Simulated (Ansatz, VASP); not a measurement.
# Ti3Al: VASP beside Ansatz

The input INCAR:

```
SYSTEM = Ti3Al
PREC = Accurate
ENCUT = 520
EDIFF = 1E-6
ISMEAR = 0
SIGMA = 0.15
LREAL = .False.
LASPH = .True.
NELM = 80
ALGO = Fast
ISIF = 2
LWAVE = .False.
LCHARG = .True.
GGA = PE
LELF = .True.
LVHAR = .True.
NBANDS = 28
```

KPOINTS

```
Automatic mesh
0
Gamma
  18 18 6
  0 0 0
```

File POSCAR:

```
Ti3Al
1.0
    2.9297375378      0.0000000000      0.0000000000
   -1.4648687689      2.5372271341      0.0000000000
    0.0000000000      0.0000000000      9.2315308735
Ti Al
3 1
Direct
    0.6666666667      0.3333333333      0.0000000000
    0.3333333333      0.6666666667      0.7504575700
    0.3333333333      0.6666666667      0.2495424300
    0.6666666667      0.3333333333      0.5000000000
```

Input for Ansatz:

```yaml
crystal:
  lattice:
    - [2.9297375378, 0.0, 0.0]
    - [-1.4648687689, 2.5372271341, 0.0]
    - [0.0, 0.0, 9.2315308735]
  atoms:
    - { symbol: Ti, position: [0.6666666667, 0.3333333333, 0.0] }
    - { symbol: Ti, position: [0.3333333333, 0.6666666667, 0.75045757] }
    - { symbol: Ti, position: [0.3333333333, 0.6666666667, 0.24954243] }
    - { symbol: Al, position: [0.6666666667, 0.3333333333, 0.5] }
basis:
  ecutwfc: 520.0
kpoints:
  mp_grid: { grid: [18, 18, 6] }
hamiltonian:
  xc: pbe
  pseudopotentials: { kind: paw, azcp: { folder: soft_1 } }
scf:
  occupations: { method: gaussian, width: 0.15 }
output:
  forces: true
  stress: true
  eigenvalues: true
  write_density: true
  write_potential: true
  elf: true
  volumetric_format: npy
```

Alike in both runs: task single point; functional PBE; k mesh 18 × 18 × 6; occupations gaussian, width 0.15 eV; no spin polarisation.

|  | VASP | Ansatz |
| --- | --- | --- |
| version | VASP 6.6.1 | Ansatz 0.2.0 |
| potentials or method | VASP PAW PBE potentials, release 64 (Ti_sv, Al), cutoff 520 eV | scalar-relativistic, plane waves, PAW |
| valence electrons in the cell | 39 | 39 |

|  | VASP | Ansatz | Ansatz less VASP |
| --- | --- | --- | --- |
| gap on the k mesh at the Fermi level (eV) | none | none | - |
| pressure (GPa) | -0.1 | 0.0 | +0.16 |

A gap of «none» marks a metal or a gap that the smearing closes.
